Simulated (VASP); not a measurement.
Runs of VASP 6.6.1 on TiH. The structure is that of space group Fm-3m (No. 225), or close to it. The cells are those of the table. 

```csv
cell,gap on the mesh (eV),pressure (GPa)
"a = 2.925 Å, angles 60.0°, 2 atoms",none,-3.5
"a = 2.985 Å, angles 60.0°, 2 atoms",none,(a)
"a = 2.895 Å, angles 60.0°, 2 atoms",none,1.4
"a = 2.955 Å, angles 60.0°, 2 atoms",none,(b)
"a = 3.013 Å, angles 60.0°, 2 atoms",none,-14.4
```

Alike in all rows: task single point; level LDA; potentials or basis VASP PAW LDA potentials, release 64 (Ti_sv, H); no spin polarisation; k mesh 12 × 12 × 12; cutoff (eV) 500; smearing fermi-dirac 0.1 eV.

Question: Fill in the values left out.

Answer: (a) -11.3; (b) -7.7.

A gap of «none» marks levels without a gap at the run's occupations.
